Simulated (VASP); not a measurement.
# AlRu (Pm-3m) in VASP: notebook, part 2 of 3

VASP 6.6.1. Earlier steps stand in the parts before.

## (3) Single point, LDA

This run uses another cell than the first one, of 12.85 Å³/atom, 1.043 times its volume.

File INCAR:

```
  PREC = Accurate
  ENCUT = 520
  EDIFF = 1E-6
  ISMEAR = -1
  SIGMA = 0.1
  LREAL = False
  LASPH = True
  NELM = 80
  ALGO = Normal
  ISIF = 2
  LWAVE = False
  LCHARG = True
  LELF = True
  LVHAR = True
  NBANDS = 16
```

File KPOINTS:

```
regular mesh
0
Gamma
  10 10 10
```

File POSCAR:

```
AlRu
1.0
    2.9511680166      0.0000000000      0.0000000000
    0.0000000000      2.9511680166      0.0000000000
    0.0000000000      0.0000000000      2.9511680166
Al Ru
1 1
Direct
    0.0000000000      0.0000000000      0.0000000000
    0.5000000000      0.5000000000      0.5000000000
```

Potentials or basis: VASP PAW LDA potentials, release 64 (Al, Ru_pv).

Run with:

```
> cat potpaw_LDA.64/Al/POTCAR potpaw_LDA.64/Ru_pv/POTCAR > POTCAR
> mpirun -np 1 vasp_std > vasp.out
```

OUTCAR:

```text
PREC = Accurate
   ENCUT = 520
   EDIFF = 1E-6
   ISMEAR = -1
   LREAL = False
   LASPH = True
   NELM = 80
   ISIF = 2

 ion  position               nearest neighbor table
   1  0.000  0.000  0.000-   2 2.56   2 2.56   2 2.56   2 2.56   2 2.56   2 2.56   2 2.56   2 2.56

   2  0.500  0.500  0.500-   1 2.56   1 2.56   1 2.56   1 2.56   1 2.56   1 2.56   1 2.56   1 2.56

  LATTYP: Found a simple cubic cell.
 ALAT       =     2.9511680166

  Lattice vectors:

 A1 = (   2.9511680166,   0.0000000000,   0.0000000000)
 A2 = (   0.0000000000,   2.9511680166,   0.0000000000)
 A3 = (   0.0000000000,   0.0000000000,   2.9511680166)

Analysis of symmetry for initial positions (statically):
=====================================================================
 Subroutine PRICEL returns:
 Original cell was already a primitive cell.

 Routine SETGRP: Setting up the symmetry group for a
 simple cubic supercell.

 Subroutine GETGRP returns: Found 48 space group operations
 (whereof 48 operations were pure point group operations)
 out of a pool of 48 trial point group operations.

The static configuration has the point symmetry O_h .

Analysis of symmetry for dynamics (positions and initial velocities):
=====================================================================
 Subroutine PRICEL returns:
 Original cell was already a primitive cell.

 Routine SETGRP: Setting up the symmetry group for a
 simple cubic supercell.

 Subroutine GETGRP returns: Found 48 space group operations
 (whereof 48 operations were pure point group operations)
 out of a pool of 48 trial point group operations.

The dynamic configuration has the point symmetry O_h .

 Subroutine INISYM returns: Found 48 space group operations
 (whereof 48 operations are pure point group operations),
 and found     1 'primitive' translations

----------------------------------------------------------------------------------------

                                     Primitive cell

  volume of cell :      25.7029

  direct lattice vectors                    reciprocal lattice vectors
     2.951168017  0.000000000  0.000000000     0.338848888  0.000000000  0.000000000
     0.000000000  2.951168017  0.000000000     0.000000000  0.338848888  0.000000000
     0.000000000  0.000000000  2.951168017     0.000000000  0.000000000  0.338848888

  length of vectors
     2.951168017  2.951168017  2.951168017     0.338848888  0.338848888  0.338848888

  position of ions in fractional coordinates (direct lattice)
     0.000000000  0.000000000  0.000000000
     0.500000000  0.500000000  0.500000000

  ion indices of the primitive-cell ions
   primitive index   ion index
                 1           1
                 2           2

----------------------------------------------------------------------------------------

 KPOINTS: regular mesh

Automatic generation of k-mesh.
 Grid dimensions read from file:
 generate k-points for:   10   10   10

 Generating k-lattice:

  Cartesian coordinates                     Fractional coordinates (reciprocal lattice)
     0.033884889  0.000000000  0.000000000     0.100000000  0.000000000  0.000000000
     0.000000000  0.033884889  0.000000000     0.000000000  0.100000000  0.000000000
     0.000000000  0.000000000  0.033884889     0.000000000  0.000000000  0.100000000

  Length of vectors
     0.033884889  0.033884889  0.033884889

  Shift w.r.t. Gamma in fractional coordinates (k-lattice)
     0.000000000  0.000000000  0.000000000

 Subroutine IBZKPT returns following result:
 ===========================================

 Found     56 irreducible k-points:

 Following reciprocal coordinates:
            Coordinates               Weight
  0.000000  0.000000  0.000000      1.000000
  0.100000  0.000000  0.000000      6.000000
  0.200000  0.000000  0.000000      6.000000
  0.300000  0.000000  0.000000      6.000000
  0.400000  0.000000  0.000000      6.000000
  0.500000  0.000000  0.000000      3.000000
[... 16 lines left out ...]
  0.200000  0.100000  0.100000     24.000000
  0.300000  0.100000  0.100000     24.000000
 [... further k-points ...]
   k-points           NKPTS =     56   k-points in BZ     NKDIM =     56   number of bands    NBANDS=     16
   number of dos      NEDOS =    301   number of ions     NIONS =      2
   total plane-waves  NPLWV =  13824
   dimension x,y,z NGX =    24 NGY =   24 NGZ =   24
   dimension x,y,z NGXF=    48 NGYF=   48 NGZF=   48
   ions per type =               1   1
   NGX,Y,Z   is equivalent  to a cutoff of  13.52, 13.52, 13.52 a.u.
   NGXF,Y,Z  is equivalent  to a cutoff of  27.04, 27.04, 27.04 a.u.
 SYSTEM =  unknown system
   PREC   = accura    normal or accurate (medium, high low for compatibility)
   ISTART =      0    job   : 0-new  1-cont  2-samecut
   ICHARG =      2    charge: 1-file 2-atom 10-const
   ISPIN  =      1    spin polarized calculation?
   LNONCOLLINEAR =      F non collinear calculations
   LSORBIT =      F    spin-orbit coupling
   LASPH  =      T    aspherical Exc in radial PAW
   ENCUT  =  520.0 eV  38.22 Ry    6.18 a.u.   5.49  5.49  5.49*2*pi/ulx,y,z
   NELM   =     80;   NELMIN=  2; NELMDL= -5     # of ELM steps
   EDIFF  = 0.1E-05   stopping-criterion for ELM
   LREAL  =      F    real-space projection
   EDIFFG = 0.1E-04   stopping-criterion for IOM
   NSW    =      0    number of steps for IOM
   IBRION =     -1    ionic relax: 0-MD 1-quasi-New 2-CG
   NFREE  =      0    steps in history (QN), initial steepest desc. (CG)
   ISIF   =      2    stress and relaxation
   ISYM   =      2    0-nonsym 1-usesym 2-fastsym
   POTIM  = 0.5000    time-step for ionic-motion
   TEBEG  =    0.0;   TEEND  =   0.0 temperature during run
   PSTRESS=    0.0 pullay stress
   NELECT =      17.0000    total number of electrons
   NUPDOWN=      -1.0000    fix difference up-down
   EMIN   =  10.00;   EMAX   =-10.00  energy-range for DOS
   EFERMI =   0.00;   METHOD = LEGACY
   ISMEAR =    -1;   SIGMA  =   0.10  broadening in eV -4-tet -1-fermi 0-gaus
   EFERMI_NEDOS =   21; number of points for ismear=-14 and -15
   IALGO  =     38    algorithm
   IMIX   =      4    mixing-type and parameters
     AMIX     =   0.40;   BMIX     =  1.00
     AMIX_MAG =   1.60;   BMIX_MAG =  1.00
  volume/ion in A,a.u.               =      12.85        86.73
  Fermi-wavevector in a.u.,A,eV,Ry     =   1.426365  2.695438 27.681268  2.034516
  Thomas-Fermi vector in A             =   2.546649
   LORBIT       =      0    0 simple, 1 ext, 2 COOP (PROOUT), +10 PAW based schemes
   GGA     = CA    functional components
   LHFCALC =     F    Hartree Fock is set to
   AEXX    =    0.0000 exact exchange contribution
   IVDW    =     0    specifies the selected vdW correction
   LEPSILON=     F    determine dielectric tensor
   LRPA    =     F    only Hartree local field effects (RPA)
 non-spin polarized calculation
  energy-cutoff  :      520.00
  volume of cell :       25.70
 maximum number of plane-waves:       739
 NGX is ok and might be reduce to    24
   NGX = 11   NGY = 11   NGZ = 11

 number of electron      16.9999999 magnetization

 Free energy of the ion-electron system (eV)
  ---------------------------------------------------
  ext. energy  EPLUGINS =         0.00000000
  ---------------------------------------------------
  free energy    TOTEN  =       -16.20937131 eV

  energy without entropy =      -16.16079778  energy(sigma->0) =      -16.18508455

 E-fermi :  11.1404     XC(G=0): -13.0036

 val. band max:       11.1145526727   @ k =   0.4000   0.1000   0.1000
 cond. band min:      11.1479876103   @ k =   0.5000   0.1000   0.1000
 fundamental gap:      0.0334349376
 Fermi energy:        11.1403756861

 k-point     1 :       0.0000    0.0000    0.0000
  band No.  band energies     occupation
      1     -30.4821      2.00000
      2     -30.4821      2.00000
      3     -30.4821      2.00000
      4       1.2042      2.00000
      5       7.2762      2.00000
      6       7.2762      2.00000
[... 8 lines left out ...]
     15      22.7760      0.00000
     16      26.7990      0.00000

 k-point     2 :       0.1000    0.0000    0.0000
  band No.  band energies     occupation
      1     -30.5062      2.00000
      2     -30.4800      2.00000
      3     -30.4800      2.00000
      4       1.4030      2.00000
      5       7.3463      2.00000
      6       7.3505      2.00000
[... 8 lines left out ...]
     15      23.0528      0.00000
     16      27.4101      0.00000
[... 387 lines left out ...]
      5       7.6428      2.00000
      6       7.6861      2.00000
[... 8 lines left out ...]
     15      24.4376      0.00000
     16      27.6191      0.00000

 k-point    24 :       0.3000    0.1000    0.1000
  band No.  band energies     occupation
      1     -30.6404      2.00000
      2     -30.4902      2.00000
      3     -30.4886      2.00000
      4       3.2097      2.00000
      5       7.4243      2.00000
      6       7.9449      2.00000
[... 8 lines left out ...]
     15      25.2137      0.00000
     16      25.9791      0.00000

 [... further k-points ...]
[... 5 lines left out ...]
  --------------------------------------------------------------------------------------
  -------------------------------------------------------------------------------------
  Total        0.2205888      0.2205888      0.2205888      0.0000000     -0.0000000      0.0000000
  in kB       13.7503047     13.7503047     13.7503047      0.0000000     -0.0000000      0.0000000
  external PRESSURE =      13.7503047 kB  Pullay stress =       0.0000000 kB

 VOLUME and BASIS-vectors are now :
 -----------------------------------------------------------------------------
  energy-cutoff  :      520.00
  volume of cell :       25.70
      direct lattice vectors                 reciprocal lattice vectors
     2.951168017  0.000000000  0.000000000     0.338848888  0.000000000  0.000000000
     0.000000000  2.951168017  0.000000000     0.000000000  0.338848888  0.000000000
     0.000000000  0.000000000  2.951168017     0.000000000  0.000000000  0.338848888

 POSITION                                       TOTAL-FORCE (eV/Angst)
 -----------------------------------------------------------------------------------
      0.00000      0.00000      0.00000         0.000000      0.000000      0.000000
      1.47558      1.47558      1.47558         0.000000      0.000000      0.000000
 -----------------------------------------------------------------------------------
    total drift:                                0.000000     -0.000000     -0.000000

  FREE ENERGIE OF THE ION-ELECTRON SYSTEM (eV)
  ---------------------------------------------------
  free  energy   TOTEN  =       -16.2093713089 eV

  energy  without entropy=      -16.1607977819  energy(sigma->0) =      -16.18508455
```

OSZICAR:

```text
N       E                     dE             d eps       ncg     rms          rms(c)
DAV:   1     0.116772324533E+03    0.11677E+03   -0.92907E+03  1832   0.100E+03
DAV:   2    -0.149580990319E+02   -0.13173E+03   -0.12486E+03  2040   0.296E+02
DAV:   3    -0.168974889155E+02   -0.19394E+01   -0.19334E+01  2368   0.377E+01
DAV:   4    -0.169089170279E+02   -0.11428E-01   -0.11410E-01  2168   0.307E+00
DAV:   5    -0.169090405070E+02   -0.12348E-03   -0.12338E-03  2144   0.298E-01    0.135E+01
DAV:   6    -0.162992347883E+02    0.60981E+00   -0.22103E+00  1888   0.161E+01    0.250E+00
DAV:   7    -0.162299253931E+02    0.69309E-01   -0.15965E-01  1864   0.459E+00    0.234E+00
DAV:   8    -0.162096745310E+02    0.20251E-01   -0.19641E-02  2080   0.107E+00    0.202E-01
DAV:   9    -0.162093894620E+02    0.28507E-03   -0.46777E-04  2144   0.213E-01    0.133E-01
DAV:  10    -0.162093718260E+02    0.17636E-04   -0.26656E-05  2088   0.525E-02    0.929E-03
DAV:  11    -0.162093713089E+02    0.51707E-06   -0.96179E-07  1632   0.102E-02
   1 F= -.16209371E+02 E0= -.16185085E+02  d E =-.485735E-01
```

stdout:

```text
POSCAR found type information on POSCAR AlRu
 POSCAR found :  2 types and       2 ions
 scaLAPACK will be used
 LDA part: xc-table for (Slater(with rela. corr.)+CA(PZ))
 , standard interpolation
 POSCAR, INCAR and KPOINTS ok, starting setup
 FFT: planning ... GRIDC
 FFT: planning ... GRID_SOFT
 FFT: planning ... GRID
 WAVECAR not read
 entering main loop
```

Wall time 5 s (1 thread of Intel Xeon 6975P-C (Granite Rapids), shared host); peak memory 0.14 GiB.

Results:

```yaml
Free_energy: -16.2094 eV
Pressure: 1.4 GPa
```

(Part 2 of 3 ends here.)
